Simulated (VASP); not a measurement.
# BiTe (I4/mmm) in VASP: further runs

The runs below take BiTe through single point, with r2SCAN.

All numbers are computed with VASP 6.6.1; they aren't measurements. Logs are shortened: lines on timing, memory, paths and dates and some standing lists are left out, and cuts for length are marked.

## Step 1: The cell of the first run

Symmetry: I4/mmm, No. 139, tetragonal system. Conventional cell: a = 4.830 Å, b = 4.830 Å, c = 5.806 Å, α = 90.00°, β = 90.00°, γ = 90.00°. Within 3.8 Å of Bi (site symmetry 4/mmm) lie 6 Te at 2.90 to 3.42 Å. Within 3.8 Å of Te (site symmetry 4/mmm) lie 6 Bi at 2.90 to 3.42 Å.

## Step 2: Single point, r2SCAN

The input, POSCAR:

```
BiTe
1.0
    0.0000000000      3.4150833660      2.9028208611
    3.4150833660      0.0000000000      2.9028208611
    3.4150833660      3.4150833660      0.0000000000
Bi Te
1 1
Direct
    0.0000000000      0.0000000000      0.0000000000
    0.5000000000      0.5000000000      0.5000000000
```

The input, INCAR.step1:

```
PREC = Accurate ; ENCUT = 520
ISMEAR = 0 ; SIGMA = 0.15
LREAL = False ; LASPH = True
NELM = 80 ; NBANDS = 18
GGA = PE ; ALGO = Normal
EDIFF = 1E-4 ; LWAVE = True
LCHARG = False
```

The input, INCAR.step2:

```
PREC = Accurate ; ENCUT = 520
EDIFF = 1E-6 ; ISMEAR = 0
SIGMA = 0.15 ; LREAL = False
LASPH = True ; NELM = 80
ALGO = Normal ; ISIF = 2
LWAVE = False ; LCHARG = True
METAGGA = R2SCAN ; LMIXTAU = True
LELF = True ; LVHAR = True
NBANDS = 18 ; ISTART = 1
```

The input, KPOINTS:

```
Automatic mesh
0
Gamma
  14 14 14
```

Potentials or basis: VASP PAW PBE potentials, release 64 (Bi_d, Te).

Command:

```bash
cat potpaw_PBE.64/Bi_d/POTCAR potpaw_PBE.64/Te/POTCAR > POTCAR
cp INCAR.step1 INCAR
mpirun -np 1 vasp_std > vasp.out
cp INCAR.step2 INCAR
mpirun -np 1 vasp_std > vasp.out
```

OUTCAR:

```text
PREC = Accurate
   ENCUT = 520
   EDIFF = 1E-6
   ISMEAR = 0
   LREAL = False
   LASPH = True
   NELM = 80
   ISIF = 2
   METAGGA = R2SCAN
   ISTART = 1

 ion  position               nearest neighbor table
   1  0.000  0.000  0.000-   2 2.90   2 2.90   2 3.42   2 3.42   2 3.42   2 3.42
   2  0.500  0.500  0.500-   1 2.90   1 2.90   1 3.42   1 3.42   1 3.42   1 3.42

  LATTYP: Found a body centered tetragonal cell.
 ALAT       =     4.8296572128
 C/A-ratio  =     1.2020815280

  Lattice vectors:

 A1 = (   0.0000000000,  -3.4150833660,  -2.9028208611)
 A2 = (   0.0000000000,   3.4150833660,  -2.9028208611)
 A3 = (   3.4150833660,   0.0000000000,   2.9028208611)

Analysis of symmetry for initial positions (statically):
=====================================================================
 Subroutine PRICEL returns:
 Original cell was already a primitive cell.

 Routine SETGRP: Setting up the symmetry group for a
 body centered tetragonal supercell.

 Subroutine GETGRP returns: Found 16 space group operations
 (whereof 16 operations were pure point group operations)
 out of a pool of 16 trial point group operations.

The static configuration has the point symmetry D_4h.

Analysis of symmetry for dynamics (positions and initial velocities):
=====================================================================
 Subroutine PRICEL returns:
 Original cell was already a primitive cell.

 Routine SETGRP: Setting up the symmetry group for a
 body centered tetragonal supercell.

 Subroutine GETGRP returns: Found 16 space group operations
 (whereof 16 operations were pure point group operations)
 out of a pool of 16 trial point group operations.

The dynamic configuration has the point symmetry D_4h.

 Subroutine INISYM returns: Found 16 space group operations
 (whereof 16 operations are pure point group operations),
 and found     1 'primitive' translations

----------------------------------------------------------------------------------------

                                     Primitive cell

  volume of cell :      67.7100

  direct lattice vectors                    reciprocal lattice vectors
     0.000000000  3.415083366  2.902820861    -0.146409310  0.146409310  0.172246247
     3.415083366  0.000000000  2.902820861     0.146409310 -0.146409310  0.172246247
     3.415083366  3.415083366  0.000000000     0.146409310  0.146409310 -0.172246247

  length of vectors
     4.482093634  4.482093634  4.829657213     0.269332772  0.269332772  0.269332772

  position of ions in fractional coordinates (direct lattice)
     0.000000000  0.000000000  0.000000000
     0.500000000  0.500000000  0.500000000

  ion indices of the primitive-cell ions
   primitive index   ion index
                 1           1
                 2           2

----------------------------------------------------------------------------------------

 KPOINTS: Automatic mesh

Automatic generation of k-mesh.
 Grid dimensions read from file:
 generate k-points for:   14   14   14

 Generating k-lattice:

  Cartesian coordinates                     Fractional coordinates (reciprocal lattice)
    -0.010457808  0.010457808  0.012303303     0.071428571 -0.000000000  0.000000000
     0.010457808 -0.010457808  0.012303303    -0.000000000  0.071428571  0.000000000
     0.010457808  0.010457808 -0.012303303     0.000000000  0.000000000  0.071428571

  Length of vectors
     0.019238055  0.019238055  0.019238055

  Shift w.r.t. Gamma in fractional coordinates (k-lattice)
     0.000000000  0.000000000  0.000000000

 Subroutine IBZKPT returns following result:
 ===========================================

 Found    244 irreducible k-points:

 Following reciprocal coordinates:
            Coordinates               Weight
  0.000000  0.000000  0.000000      1.000000
  0.071429  0.000000  0.000000      8.000000
  0.142857  0.000000  0.000000      8.000000
  0.214286  0.000000  0.000000      8.000000
  0.285714  0.000000  0.000000      8.000000
  0.357143  0.000000  0.000000      8.000000
[... 16 lines left out ...]
  0.214286  0.142857  0.000000      8.000000
  0.285714  0.142857  0.000000      8.000000
 [... further k-points ...]
   k-points           NKPTS =    244   k-points in BZ     NKDIM =    244   number of bands    NBANDS=     18
   number of dos      NEDOS =    301   number of ions     NIONS =      2
   total plane-waves  NPLWV =  46656
   dimension x,y,z NGX =    36 NGY =   36 NGZ =   36
   dimension x,y,z NGXF=    72 NGYF=   72 NGZF=   72
   ions per type =               1   1
   NGX,Y,Z   is equivalent  to a cutoff of  13.35, 13.35, 12.39 a.u.
   NGXF,Y,Z  is equivalent  to a cutoff of  26.71, 26.71, 24.78 a.u.
 SYSTEM =  unknown system
   PREC   = accura    normal or accurate (medium, high low for compatibility)
   ISTART =      1    job   : 0-new  1-cont  2-samecut
   ICHARG =      0    charge: 1-file 2-atom 10-const
   ISPIN  =      1    spin polarized calculation?
   LNONCOLLINEAR =      F non collinear calculations
   LSORBIT =      F    spin-orbit coupling
   LASPH  =      T    aspherical Exc in radial PAW
   ENCUT  =  520.0 eV  38.22 Ry    6.18 a.u.   8.33  8.33  8.98*2*pi/ulx,y,z
   NELM   =     80;   NELMIN=  2; NELMDL=  0     # of ELM steps
   EDIFF  = 0.1E-05   stopping-criterion for ELM
   LREAL  =      F    real-space projection
[... 7 lines left out ...]
   TEBEG  =    0.0;   TEEND  =   0.0 temperature during run
   PSTRESS=    0.0 pullay stress
   NELECT =      21.0000    total number of electrons
   NUPDOWN=      -1.0000    fix difference up-down
   EMIN   =  10.00;   EMAX   =-10.00  energy-range for DOS
   EFERMI =   0.00;   METHOD = LEGACY
   ISMEAR =     0;   SIGMA  =   0.15  broadening in eV -4-tet -1-fermi 0-gaus
   EFERMI_NEDOS =   21; number of points for ismear=-14 and -15
   IALGO  =     38    algorithm
   IMIX   =      4    mixing-type and parameters
     AMIX     =   0.40;   BMIX     =  1.00
     AMIX_MAG =   1.60;   BMIX_MAG =  1.00
  volume/ion in A,a.u.               =      33.86       228.46
  Fermi-wavevector in a.u.,A,eV,Ry     =   1.108146  2.094092 16.707785  1.227988
  Thomas-Fermi vector in A             =   2.244669
   LORBIT       =      0    0 simple, 1 ext, 2 COOP (PROOUT), +10 PAW based schemes
   METAGGA = R2SCAN    functional components
   LHFCALC =     F    Hartree Fock is set to
   AEXX    =    0.0000 exact exchange contribution
   IVDW    =     0    specifies the selected vdW correction
   LEPSILON=     F    determine dielectric tensor
   LRPA    =     F    only Hartree local field effects (RPA)
 non-spin polarized calculation
 Gauss-broadening in eV      SIGMA  =   0.15
  energy-cutoff  :      520.00
  volume of cell :       67.71
 maximum number of plane-waves:      1843
 NGX is ok and might be reduce to    36

 number of electron      21.0000001 magnetization

 Free energy of the ion-electron system (eV)
  ---------------------------------------------------
  ext. energy  EPLUGINS =         0.00000000
  ---------------------------------------------------
  free energy    TOTEN  =       -83.67197453 eV

  energy without entropy =      -83.65973011  energy(sigma->0) =      -83.66585232

 E-fermi :   6.5301     XC(G=0):  -9.9684

 val. band max:        6.5248579621   @ k =   0.3571   0.0714   0.0000
 cond. band min:       6.5309955751   @ k =  -0.4286   0.0714   0.1429
 fundamental gap:      0.0061376130
 Fermi energy:         6.5301349646

 k-point     1 :       0.0000    0.0000    0.0000
  band No.  band energies     occupation
      1     -17.4924      2.00000
      2     -17.4241      2.00000
      3     -17.4241      2.00000
      4     -17.3391      2.00000
      5     -17.3345      2.00000
      6      -7.7895      2.00000
[... 10 lines left out ...]
     17      12.5092      0.00000
     18      12.5482      0.00000

 k-point     2 :       0.0714    0.0000    0.0000
  band No.  band energies     occupation
      1     -17.4928      2.00000
      2     -17.4238      2.00000
      3     -17.4238      2.00000
      4     -17.3390      2.00000
      5     -17.3345      2.00000
      6      -7.7412      2.00000
[... 10 lines left out ...]
     17      12.4073      0.00000
     18      12.7769      0.00000

 k-point     3 :       0.1429    0.0000    0.0000
  band No.  band energies     occupation
      1     -17.4939      2.00000
      2     -17.4231      2.00000
      3     -17.4229      2.00000
      4     -17.3387      2.00000
      5     -17.3345      2.00000
      6      -7.5966      2.00000
[... 10 lines left out ...]
     17      12.7815      0.00000
     18      13.4037      0.00000

 k-point     4 :       0.2143    0.0000    0.0000
  band No.  band energies     occupation
      1     -17.4955      2.00000
      2     -17.4221      2.00000
      3     -17.4217      2.00000
      4     -17.3381      2.00000
      5     -17.3344      2.00000
      6      -7.3574      2.00000
[... 375 lines left out ...]
      4     -17.3373      2.00000
      5     -17.3356      2.00000
      6      -7.4173      2.00000
[... 10 lines left out ...]
     17      12.7844      0.00000
     18      12.8511      0.00000

 k-point    23 :       0.2143    0.1429    0.0000
  band No.  band energies     occupation
      1     -17.4973      2.00000
      2     -17.4207      2.00000
      3     -17.4207      2.00000
      4     -17.3365      2.00000
      5     -17.3360      2.00000
      6      -7.1834      2.00000
[... 10 lines left out ...]
     17      13.4626      0.00000
     18      13.5212      0.00000

 k-point    24 :       0.2857    0.1429    0.0000
  band No.  band energies     occupation
      1     -17.4995      2.00000
      2     -17.4194      2.00000
      3     -17.4194      2.00000
      4     -17.3362      2.00000
      5     -17.3357      2.00000
      6      -6.8550      2.00000
[... 10 lines left out ...]
     17      14.2287      0.00000
     18      14.4001      0.00000

 [... further k-points ...]

------------------------ aborting loop because EDIFF is reached ----------------------------------------

  FORCE on cell =-STRESS in cart. coord.  units (eV):
  Direction    XX          YY          ZZ          XY          YZ          ZX
  --------------------------------------------------------------------------------------
  -------------------------------------------------------------------------------------
  Total       -1.4321041     -1.4321041      6.6489954      0.0000000      0.0000000      0.0000000
  in kB      -33.8869379    -33.8869379    157.3308058      0.0000000      0.0000000      0.0000000
  external PRESSURE =      29.8523100 kB  Pullay stress =       0.0000000 kB

 VOLUME and BASIS-vectors are now :
 -----------------------------------------------------------------------------
  energy-cutoff  :      520.00
  volume of cell :       67.71
      direct lattice vectors                 reciprocal lattice vectors
     0.000000000  3.415083366  2.902820861    -0.146409310  0.146409310  0.172246247
     3.415083366  0.000000000  2.902820861     0.146409310 -0.146409310  0.172246247
     3.415083366  3.415083366  0.000000000     0.146409310  0.146409310 -0.172246247

 POSITION                                       TOTAL-FORCE (eV/Angst)
 -----------------------------------------------------------------------------------
      0.00000      0.00000      0.00000         0.000000      0.000000      0.000000
      3.41508      3.41508      2.90282        -0.000000     -0.000000     -0.000000
 -----------------------------------------------------------------------------------
    total drift:                               -0.000000      0.000000      0.000000

  FREE ENERGIE OF THE ION-ELECTRON SYSTEM (eV)
  ---------------------------------------------------
  free  energy   TOTEN  =       -83.6719745274 eV

  energy  without entropy=      -83.6597301141  energy(sigma->0) =      -83.66585232
```

It took 18 min on 1 thread of Oxide Virtual Turin-like, shared host; peak memory 0.4 GiB.

Results:

```yaml
Free_energy: -83.6720 eV
Pressure: 3.0 GPa
Band_gap_on_the_k_mesh: zero (an odd number of electrons rules out a gap without spin polarisation)
```

Caveat: the stress differs along the axes, from -3 to 16 GPa; the PAW data sets were made with another functional, which shifts forces and pressure a little; spin-orbit coupling is left out, which moves the levels of the heavy elements.

## Step 3: Single point, r2SCAN

This run uses another cell than the first one, of the same volume but with other edges.

The input, POSCAR:

```
BiTe
1.0
    0.0000000000      3.0442515534      3.6531018641
    3.0442515534      0.0000000000      3.6531018641
    3.0442515534      3.0442515534      0.0000000000
Bi Te
1 1
Direct
    0.0000000000      0.0000000000      0.0000000000
    0.5000000000      0.5000000000      0.5000000000
```

The input, INCAR.step1:

```
PREC     = Accurate       # precision mode
ENCUT    = 520            # plane-wave cutoff, eV
ISMEAR   = 0              # smearing method
SIGMA    = 0.15           # smearing width, eV
LREAL    = False          # projectors in reciprocal space
LASPH    = True           # aspherical terms in the spheres
NELM     = 100            # most SCF steps
NBANDS   = 18             # bands
GGA      = PE             # functional
ALGO     = Normal         # electronic algorithm
EDIFF    = 1E-4           # SCF threshold, eV
LWAVE    = True           # write WAVECAR
LCHARG   = False          # write CHGCAR
```

The input, INCAR.step2:

```
PREC     = Accurate       # precision mode
ENCUT    = 520            # plane-wave cutoff, eV
EDIFF    = 1E-7           # SCF threshold, eV
ISMEAR   = 0              # smearing method
SIGMA    = 0.15           # smearing width, eV
LREAL    = False          # projectors in reciprocal space
LASPH    = True           # aspherical terms in the spheres
NELM     = 100            # most SCF steps
ALGO     = Normal         # electronic algorithm
ISIF     = 2              # what is computed and relaxed
LWAVE    = False          # write WAVECAR
LCHARG   = True           # write CHGCAR
METAGGA  = R2SCAN         # meta-GGA
LMIXTAU  = True         
LELF     = True           # ELF
LVHAR    = True         
NBANDS   = 18             # bands
ISTART   = 1
```

KPOINTS is that of step 2.

Potentials or basis: VASP PAW PBE potentials, release 64 (Bi_d, Te).

Command:

```bash
cat potpaw_PBE.64/Bi_d/POTCAR potpaw_PBE.64/Te/POTCAR > POTCAR
cp INCAR.step1 INCAR
mpirun -np 1 vasp_std > vasp.out
cp INCAR.step2 INCAR
mpirun -np 1 vasp_std > vasp.out
```

It took 16 min on 1 thread of Oxide Virtual Turin-like, shared host; peak memory 0.39 GiB.

The run converged. Its results:

```
Free energy            : -83.7321 eV
Pressure               : 2.8 GPa
Band gap on the k mesh : zero (an odd number of electrons rules out a gap without spin polarisation)
```

Stress tensor (GPa, compression positive):
```
 5.91  0.00  0.00
 0.00  5.91  0.00
 0.00  0.00 -3.33
```

Levels at points of the mesh, in eV from the Fermi level:
```
           k point  band 7  band 8  band 9  band 10  band 11  band 12  band 13  band 14
(0.00, 0.00, 0.00)   -8.08   -3.59   -3.59    -1.66     0.16     3.70     3.70     4.18
(0.50, 0.00, 0.00)  -11.96   -2.39   -2.00    -1.23    -1.22    -0.52    -0.17     7.77
(0.50, 0.50, 0.00)   -8.99   -5.60   -4.28    -4.28     2.75     3.76     4.40     4.40
(0.50, 0.00, 0.50)  -10.90   -6.37   -5.58    -3.26     1.67     2.55     5.90     6.42
```

Caveat: the stress differs along the axes, from -3 to 6 GPa; the PAW data sets were made with another functional, which shifts forces and pressure a little; spin-orbit coupling is left out, which moves the levels of the heavy elements.
